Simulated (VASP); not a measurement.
# PtS2 (P-3m1) in VASP: further runs

The runs below take PtS2 through single point, relaxation of the atoms, with PBE.

All numbers are computed with VASP 6.6.1; they aren't measurements. Logs are shortened: lines on timing, memory, paths and dates and some standing lists are left out, and cuts for length are marked.

## 1. The cell of the first run

It takes space group P-3m1 (No. 164, trigonal). Conventional cell: a = 3.451 Å, b = 3.451 Å, c = 6.497 Å, α = 90.00°, β = 90.00°, γ = 120.00°. Within 3.1 Å of Pt (site symmetry -3m) lie 6 S at 2.38 Å. S (site symmetry 3m) has 3 Pt at 2.38 Å within 3.1 Å.

## 2. Single point, PBE

Input file INCAR:

```
SYSTEM = PtS2
  ALGO = Normal
  EDIFF = 1E-6
  ENCUT = 570
  GGA = PE
  GGA_COMPAT = .False.
  ISIF = 2
  ISMEAR = 0
  LASPH = .True.
  LCHARG = .False.
  LREAL = .False.
  LWAVE = .False.
  NBANDS = 22
  NELM = 120
  PREC = Accurate
  SIGMA = 0.05
```

Input file KPOINTS:

```
k-points
0
Gamma
  9 9 4
  0 0 0
```

Input file POSCAR:

```
PtS2
1.0
    3.4514000000      0.0000000000      0.0000000000
   -1.7257000000      2.9890000786      0.0000000000
    0.0000000000      0.0000000000      6.4966356506
Pt S
1 2
Direct
    0.0000000000      0.0000000000      0.0000000000
    0.3333333333      0.6666666667      0.2000268293
    0.6666666667      0.3333333333      0.7999731707
```

Potentials or basis: VASP PAW PBE potentials, release 64 (Pt_sv_GW, S).

Run with:

```sh
$ cat potpaw_PBE.64/Pt_sv_GW/POTCAR potpaw_PBE.64/S/POTCAR > POTCAR
$ mpirun -np 1 vasp_std > vasp.out
```

OUTCAR:

```text
SYSTEM = PtS2
   EDIFF = 1E-6
   ENCUT = 570
   GGA = PE
   ISIF = 2
   ISMEAR = 0
   LASPH = .True.
   LREAL = .False.
   NELM = 120
   PREC = Accurate

 ion  position               nearest neighbor table
   1  0.000  0.000  0.000-   2 2.38   3 2.38   2 2.38   3 2.38   3 2.38   2 2.38
   2  0.333  0.667  0.200-   1 2.38   1 2.38   1 2.38
   3  0.667  0.333  0.800-   1 2.38   1 2.38   1 2.38

  LATTYP: Found a hexagonal cell.
 ALAT       =     3.4514000000
 C/A-ratio  =     1.8823189577

  Lattice vectors:

 A1 = (   3.4514000000,   0.0000000000,   0.0000000000)
 A2 = (  -1.7257000000,   2.9890000786,   0.0000000000)
 A3 = (   0.0000000000,   0.0000000000,   6.4966356506)

Analysis of symmetry for initial positions (statically):
=====================================================================
 Subroutine PRICEL returns:
 Original cell was already a primitive cell.

 Routine SETGRP: Setting up the symmetry group for a
 hexagonal supercell.

 Subroutine GETGRP returns: Found 12 space group operations
 (whereof 12 operations were pure point group operations)
 out of a pool of 24 trial point group operations.

The static configuration has the point symmetry D_3d.

Analysis of symmetry for dynamics (positions and initial velocities):
=====================================================================
 Subroutine PRICEL returns:
 Original cell was already a primitive cell.

 Routine SETGRP: Setting up the symmetry group for a
 hexagonal supercell.

 Subroutine GETGRP returns: Found 12 space group operations
 (whereof 12 operations were pure point group operations)
 out of a pool of 24 trial point group operations.

The dynamic configuration has the point symmetry D_3d.

 Subroutine INISYM returns: Found 12 space group operations
 (whereof 12 operations are pure point group operations),
 and found     1 'primitive' translations

----------------------------------------------------------------------------------------

                                     Primitive cell

  volume of cell :      67.0208

  direct lattice vectors                    reciprocal lattice vectors
     3.451400000  0.000000000  0.000000000     0.289737498  0.167280022  0.000000000
    -1.725700000  2.989000079  0.000000000     0.000000000  0.334560045  0.000000000
     0.000000000  0.000000000  6.496635651     0.000000000  0.000000000  0.153925825

  length of vectors
     3.451400000  3.451400000  6.496635651     0.334560045  0.334560045  0.153925825

  position of ions in fractional coordinates (direct lattice)
     0.000000000  0.000000000  0.000000000
     0.333333333  0.666666667  0.200026829
     0.666666667  0.333333333  0.799973171

  ion indices of the primitive-cell ions
   primitive index   ion index
                 1           1
                 2           2
                 3           3

----------------------------------------------------------------------------------------

 KPOINTS: k-points

Automatic generation of k-mesh.
 Grid dimensions read from file:
 generate k-points for:    9    9    4

 Generating k-lattice:

  Cartesian coordinates                     Fractional coordinates (reciprocal lattice)
     0.032193055  0.018586669  0.000000000     0.111111111  0.000000000  0.000000000
     0.000000000  0.037173338  0.000000000     0.000000000  0.111111111  0.000000000
     0.000000000  0.000000000  0.038481456     0.000000000  0.000000000  0.250000000

  Length of vectors
     0.037173338  0.037173338  0.038481456

  Shift w.r.t. Gamma in fractional coordinates (k-lattice)
     0.000000000  0.000000000  0.000000000

 Subroutine IBZKPT returns following result:
 ===========================================

 Found     43 irreducible k-points:

 Following reciprocal coordinates:
            Coordinates               Weight
  0.000000  0.000000  0.000000      1.000000
  0.111111 -0.000000  0.000000      6.000000
  0.222222 -0.000000  0.000000      6.000000
  0.333333  0.000000  0.000000      6.000000
  0.444444 -0.000000  0.000000      6.000000
  0.111111  0.111111  0.000000      6.000000
[... 16 lines left out ...]
  0.222222  0.111111  0.250000     12.000000
 -0.111111  0.333333  0.250000     12.000000
 [... further k-points ...]
   k-points           NKPTS =     43   k-points in BZ     NKDIM =     43   number of bands    NBANDS=     22
   number of dos      NEDOS =    301   number of ions     NIONS =      3
   total plane-waves  NPLWV =  42336
   dimension x,y,z NGX =    28 NGY =   28 NGZ =   54
   dimension x,y,z NGXF=    56 NGYF=   56 NGZF=  108
   ions per type =               1   2
   NGX,Y,Z   is equivalent  to a cutoff of  13.49, 13.49, 13.82 a.u.
   NGXF,Y,Z  is equivalent  to a cutoff of  26.97, 26.97, 27.64 a.u.
 SYSTEM =  PtS2
   PREC   = accura    normal or accurate (medium, high low for compatibility)
   ISTART =      0    job   : 0-new  1-cont  2-samecut
   ICHARG =      2    charge: 1-file 2-atom 10-const
   ISPIN  =      1    spin polarized calculation?
   LNONCOLLINEAR =      F non collinear calculations
   LSORBIT =      F    spin-orbit coupling
   LASPH  =      T    aspherical Exc in radial PAW
   ENCUT  =  570.0 eV  41.89 Ry    6.47 a.u.   6.72  6.72 12.65*2*pi/ulx,y,z
   NELM   =    120;   NELMIN=  2; NELMDL= -5     # of ELM steps
   EDIFF  = 0.1E-05   stopping-criterion for ELM
   LREAL  =      F    real-space projection
[... 7 lines left out ...]
   TEBEG  =    0.0;   TEEND  =   0.0 temperature during run
   PSTRESS=    0.0 pullay stress
   NELECT =      30.0000    total number of electrons
   NUPDOWN=      -1.0000    fix difference up-down
   EMIN   =  10.00;   EMAX   =-10.00  energy-range for DOS
   EFERMI =   0.00;   METHOD = LEGACY
   ISMEAR =     0;   SIGMA  =   0.05  broadening in eV -4-tet -1-fermi 0-gaus
   EFERMI_NEDOS =   21; number of points for ismear=-14 and -15
   IALGO  =     38    algorithm
   IMIX   =      4    mixing-type and parameters
     AMIX     =   0.40;   BMIX     =  1.00
     AMIX_MAG =   1.60;   BMIX_MAG =  1.00
  volume/ion in A,a.u.               =      22.34       150.76
  Fermi-wavevector in a.u.,A,eV,Ry     =   1.252310  2.366524 21.337765  1.568281
  Thomas-Fermi vector in A             =   2.386217
   LORBIT       =      0    0 simple, 1 ext, 2 COOP (PROOUT), +10 PAW based schemes
   GGA     = PE    functional components
   LHFCALC =     F    Hartree Fock is set to
   AEXX    =    0.0000 exact exchange contribution
   IVDW    =     0    specifies the selected vdW correction
   LEPSILON=     F    determine dielectric tensor
   LRPA    =     F    only Hartree local field effects (RPA)
 non-spin polarized calculation
 Gauss-broadening in eV      SIGMA  =   0.05
  energy-cutoff  :      570.00
  volume of cell :       67.02
 maximum number of plane-waves:      2095
 NGX is ok and might be reduce to    28
   NGX = 13   NGY = 13   NGZ = 25

 number of electron      30.0000000 magnetization

 Free energy of the ion-electron system (eV)
  ---------------------------------------------------
  ext. energy  EPLUGINS =         0.00000000
  ---------------------------------------------------
  free energy    TOTEN  =       -15.33952390 eV

  energy without entropy =      -15.33952390  energy(sigma->0) =      -15.33952390

 E-fermi :   4.1055     XC(G=0):  -9.4042

 val. band max:        3.6955930589   @ k =   0.1111   0.1111   0.5000
 cond. band min:       5.2591310394   @ k =   0.2222   0.2222   0.0000
 fundamental gap:      1.5635379805
 Fermi energy:         4.1054560373

 k-point     1 :       0.0000    0.0000    0.0000
  band No.  band energies     occupation
      1     -95.1634      2.00000
      2     -49.2887      2.00000
      3     -49.2790      2.00000
      4     -49.2790      2.00000
      5     -10.6318      2.00000
      6      -8.4902      2.00000
[... 14 lines left out ...]
     21      12.8126      0.00000
     22      13.4334      0.00000

 k-point     2 :       0.1111   -0.0000    0.0000
  band No.  band energies     occupation
      1     -95.1634      2.00000
      2     -49.2883      2.00000
      3     -49.2825      2.00000
      4     -49.2799      2.00000
      5     -10.4654      2.00000
      6      -8.5083      2.00000
[... 14 lines left out ...]
     21      13.3331      0.00000
     22      13.5573      0.00000

 k-point     3 :       0.2222   -0.0000    0.0000
  band No.  band energies     occupation
      1     -95.1631      2.00000
      2     -49.2912      2.00000
      3     -49.2871      2.00000
      4     -49.2821      2.00000
      5     -10.0049      2.00000
      6      -8.5546      2.00000
[... 14 lines left out ...]
     21      13.3856      0.00000
     22      14.3111      0.00000

 k-point     4 :       0.3333    0.0000    0.0000
  band No.  band energies     occupation
      1     -95.1627      2.00000
      2     -49.3012      2.00000
      3     -49.2857      2.00000
      4     -49.2846      2.00000
      5      -9.3975      2.00000
      6      -8.5881      2.00000
[... 14 lines left out ...]
     21      13.7606      0.00000
     22      14.0489      0.00000

 k-point     5 :       0.4444   -0.0000    0.0000
  band No.  band energies     occupation
      1     -95.1628      2.00000
      2     -49.3078      2.00000
      3     -49.2864      2.00000
      4     -49.2850      2.00000
      5      -9.0001      2.00000
      6      -8.5069      2.00000
[... 417 lines left out ...]
 k-point    22 :       0.1111    0.1111    0.2500
  band No.  band energies     occupation
      1     -95.1631      2.00000
      2     -49.2882      2.00000
      3     -49.2874      2.00000
      4     -49.2817      2.00000
      5     -10.1359      2.00000
      6      -8.5697      2.00000
[... 14 lines left out ...]
     21      13.1530      0.00000
     22      14.2150      0.00000

 k-point    23 :       0.2222    0.1111    0.2500
  band No.  band energies     occupation
      1     -95.1628      2.00000
      2     -49.2968      2.00000
      3     -49.2862      2.00000
      4     -49.2847      2.00000
      5      -9.5883      2.00000
      6      -8.6111      2.00000
[... 14 lines left out ...]
     21      13.3468      0.00000
     22      13.9770      0.00000

 k-point    24 :      -0.1111    0.3333    0.2500
  band No.  band energies     occupation
      1     -95.1628      2.00000
      2     -49.2968      2.00000
      3     -49.2861      2.00000
      4     -49.2847      2.00000
      5      -9.5926      2.00000
      6      -8.6036      2.00000
[... 14 lines left out ...]
     21      13.3207      0.00000
     22      14.1376      0.00000

 [... further k-points ...]

------------------------ aborting loop because EDIFF is reached ----------------------------------------

  FORCE on cell =-STRESS in cart. coord.  units (eV):
  Direction    XX          YY          ZZ          XY          YZ          ZX
  --------------------------------------------------------------------------------------
  -------------------------------------------------------------------------------------
  Total        2.4499324      2.4499324     -0.1994989      0.0000000     -0.0000000      0.0000000
  in kB       58.5672665     58.5672665     -4.7691538      0.0000000     -0.0000000      0.0000000
  external PRESSURE =      37.4551264 kB  Pullay stress =       0.0000000 kB

 VOLUME and BASIS-vectors are now :
 -----------------------------------------------------------------------------
  energy-cutoff  :      570.00
  volume of cell :       67.02
      direct lattice vectors                 reciprocal lattice vectors
     3.451400000  0.000000000  0.000000000     0.289737498  0.167280022  0.000000000
    -1.725700000  2.989000079  0.000000000     0.000000000  0.334560045  0.000000000
     0.000000000  0.000000000  6.496635651     0.000000000  0.000000000  0.153925825

 POSITION                                       TOTAL-FORCE (eV/Angst)
 -----------------------------------------------------------------------------------
      0.00000      0.00000      0.00000        -0.000000      0.000000      0.000000
     -0.00000      1.99267      1.29950        -0.000000      0.000000     -0.029289
      1.72570      0.99633      5.19713         0.000000      0.000000      0.029289
 -----------------------------------------------------------------------------------
    total drift:                               -0.000000     -0.000000     -0.000000

  FREE ENERGIE OF THE ION-ELECTRON SYSTEM (eV)
  ---------------------------------------------------
  free  energy   TOTEN  =       -15.3395239016 eV

  energy  without entropy=      -15.3395239016  energy(sigma->0) =      -15.33952390
```

Wall time 31 s (1 thread of Intel Xeon 6975P-C (Granite Rapids), shared host); peak memory 0.23 GiB.

Results:

- Free energy: -15.3395 eV
- Pressure: 3.7 GPa
- Largest force: 0.029 eV/Å
- Band gap on the k mesh: 1.56 eV (least direct gap 1.67 eV)

Forces on the atoms (eV/Å):
```
Pt   0.000  0.000  0.000
S    0.000  0.000 -0.029
S    0.000  0.000  0.029
```

Levels at points of the mesh, in eV from the valence-band top:
```tsv
k point	band 12	band 13	band 14	band 15	band 16	band 17	band 18	band 19
(0.00, 0.00, 0.00)	-1.36	-0.62	-0.22	-0.22	3.12	3.12	5.55	6.12
(0.00, 0.00, 0.50)	-1.47	-1.00	-0.23	-0.23	3.16	3.16	6.04	7.33
```

Caveat: the stress differs along the axes, from -0 to 6 GPa; spin-orbit coupling is left out, which moves the levels of the heavy elements; this functional lacks dispersion, which binds layers or chains, so the pressure and a relaxed spacing across them are unreliable. A k mesh can miss the band edges.

## 3. Single point, PBE

This run uses another cell than the first one, of 21.22 Å³/atom.

Input file INCAR:

```
PREC = Accurate
ENCUT = 570
EDIFF = 1E-6
ISMEAR = 0
SIGMA = 0.05
LREAL = False
LASPH = True
NELM = 120
ALGO = Normal
ISIF = 2
LWAVE = False
LCHARG = True
GGA = PE
LELF = True
LVHAR = True
NBANDS = 22
GGA_COMPAT = False
```

Input file KPOINTS:

```
regular mesh
0
Gamma
  9 9 4
```

Input file POSCAR:

```
PtS2
1.0
    3.4514000000      0.0000000000      0.0000000000
   -1.7257000000      2.9890000786      0.0000000000
    0.0000000000      0.0000000000      6.1718000000
Pt S
1 2
Direct
    0.0000000000      0.0000000000      0.0000000000
    0.3333333333      0.6666666667      0.2103849897
    0.6666666667      0.3333333333      0.7896150103
```

Potentials or basis: VASP PAW PBE potentials, release 64 (Pt_sv_GW, S).

Run with:

```sh
$ cat potpaw_PBE.64/Pt_sv_GW/POTCAR potpaw_PBE.64/S/POTCAR > POTCAR
$ mpirun -np 1 vasp_std > vasp.out
```

OUTCAR:

```text
PREC = Accurate
   ENCUT = 570
   EDIFF = 1E-6
   ISMEAR = 0
   LREAL = False
   LASPH = True
   NELM = 120
   ISIF = 2
   GGA = PE

 ion  position               nearest neighbor table
   1  0.000  0.000  0.000-   2 2.38   3 2.38   2 2.38   3 2.38   3 2.38   2 2.38
   2  0.333  0.667  0.210-   1 2.38   1 2.38   1 2.38
   3  0.667  0.333  0.790-   1 2.38   1 2.38   1 2.38

  LATTYP: Found a hexagonal cell.
 ALAT       =     3.4514000000
 C/A-ratio  =     1.7882018891

  Lattice vectors:

 A1 = (   3.4514000000,   0.0000000000,   0.0000000000)
 A2 = (  -1.7257000000,   2.9890000786,   0.0000000000)
 A3 = (   0.0000000000,   0.0000000000,   6.1718000000)

Analysis of symmetry for initial positions (statically):
=====================================================================
 Subroutine PRICEL returns:
 Original cell was already a primitive cell.

 Routine SETGRP: Setting up the symmetry group for a
 hexagonal supercell.

 Subroutine GETGRP returns: Found 12 space group operations
 (whereof 12 operations were pure point group operations)
 out of a pool of 24 trial point group operations.
[... 162 lines left out ...]
  free energy    TOTEN  =       -15.33426741 eV

  energy without entropy =      -15.33426741  energy(sigma->0) =      -15.33426741

 E-fermi :   4.8431     XC(G=0):  -9.7579

 val. band max:        4.2924771495   @ k =   0.1111   0.1111   0.5000
 cond. band min:       5.7484222795   @ k =   0.2222   0.2222   0.0000
 fundamental gap:      1.4559451300
 Fermi energy:         4.8431365344

 k-point     1 :       0.0000    0.0000    0.0000
  band No.  band energies     occupation
      1     -94.6473      2.00000
      2     -48.7724      2.00000
      3     -48.7632      2.00000
      4     -48.7632      2.00000
      5     -10.1367      2.00000
      6      -7.9423      2.00000
[... 589 lines left out ...]
     21      13.8385      0.00000
     22      14.9054      0.00000

 [... further k-points ...]

------------------------ aborting loop because EDIFF is reached ----------------------------------------

  FORCE on cell =-STRESS in cart. coord.  units (eV):
  Direction    XX          YY          ZZ          XY          YZ          ZX
  --------------------------------------------------------------------------------------
  -------------------------------------------------------------------------------------
  Total        2.5266808      2.5266808     -0.0913729      0.0000000     -0.0000000      0.0000000
  in kB       63.5810792     63.5810792     -2.2992970      0.0000000     -0.0000000      0.0000000
  external PRESSURE =      41.6209538 kB  Pullay stress =       0.0000000 kB

 VOLUME and BASIS-vectors are now :
 -----------------------------------------------------------------------------
  energy-cutoff  :      570.00
  volume of cell :       63.67
      direct lattice vectors                 reciprocal lattice vectors
     3.451400000  0.000000000  0.000000000     0.289737498  0.167280022  0.000000000
    -1.725700000  2.989000079  0.000000000     0.000000000  0.334560045  0.000000000
     0.000000000  0.000000000  6.171800000     0.000000000  0.000000000  0.162027285

 POSITION                                       TOTAL-FORCE (eV/Angst)
 -----------------------------------------------------------------------------------
      0.00000      0.00000      0.00000         0.000000      0.000000      0.000000
     -0.00000      1.99267      1.29845         0.000000     -0.000000     -0.030230
      1.72570      0.99633      4.87335        -0.000000      0.000000      0.030230
 -----------------------------------------------------------------------------------
    total drift:                                0.000000      0.000000     -0.000000

  FREE ENERGIE OF THE ION-ELECTRON SYSTEM (eV)
  ---------------------------------------------------
  free  energy   TOTEN  =       -15.3342674127 eV

  energy  without entropy=      -15.3342674127  energy(sigma->0) =      -15.33426741
```

OSZICAR:

```text
N       E                     dE             d eps       ncg     rms          rms(c)
DAV:   1     0.191683539653E+03    0.19168E+03   -0.18374E+04  2372   0.137E+03
DAV:   2    -0.916020564785E+01   -0.20084E+03   -0.19083E+03  2394   0.345E+02
DAV:   3    -0.191454993702E+02   -0.99853E+01   -0.97443E+01  2416   0.672E+01
DAV:   4    -0.192981013989E+02   -0.15260E+00   -0.15243E+00  2366   0.831E+00
DAV:   5    -0.193016841211E+02   -0.35827E-02   -0.35819E-02  2510   0.102E+00    0.594E+01
DAV:   6    -0.158923232063E+02    0.34094E+01   -0.27689E+01  2688   0.351E+01    0.482E+01
DAV:   7    -0.154466691401E+02    0.44565E+00   -0.49985E+00  2384   0.206E+01    0.235E+01
DAV:   8    -0.153496902345E+02    0.96979E-01   -0.41070E-01  2096   0.536E+00    0.254E+00
DAV:   9    -0.153336676359E+02    0.16023E-01   -0.11568E-01  2450   0.249E+00    0.514E-01
DAV:  10    -0.153342649312E+02   -0.59730E-03   -0.10171E-02  2192   0.866E-01    0.245E-01
DAV:  11    -0.153342748068E+02   -0.98755E-05   -0.33624E-04  2332   0.203E-01    0.120E-01
DAV:  12    -0.153342694404E+02    0.53664E-05   -0.75262E-05  2204   0.804E-02    0.445E-02
DAV:  13    -0.153342664017E+02    0.30386E-05   -0.22594E-05  2430   0.352E-02    0.215E-02
DAV:  14    -0.153342675876E+02   -0.11859E-05   -0.36221E-06  2220   0.132E-02    0.731E-03
DAV:  15    -0.153342674127E+02    0.17494E-06   -0.16988E-07  1306   0.254E-03
   1 F= -.15334267E+02 E0= -.15334267E+02  d E =-.110228E-55
```

Run time: 27 s. Hardware: 1 thread of Intel Xeon 6975P-C (Granite Rapids), shared host; peak memory 0.22 GiB.

Results:

* Free energy: -15.3343 eV
* Pressure: 4.2 GPa
* Largest force: 0.030 eV/Å
* Band gap on the k mesh: 1.46 eV (least direct gap 1.56 eV)

Forces in eV/Å, atoms in the order of the input:
```
Pt   0.000  0.000  0.000
S    0.000  0.000 -0.030
S    0.000  0.000  0.030
```

Caveat: the stress differs along the axes, from -0 to 6 GPa; spin-orbit coupling is left out, which moves the levels of the heavy elements; this functional lacks dispersion, which binds layers or chains, so the pressure and a relaxed spacing across them are unreliable.

(Continued in part 2 of 2.)
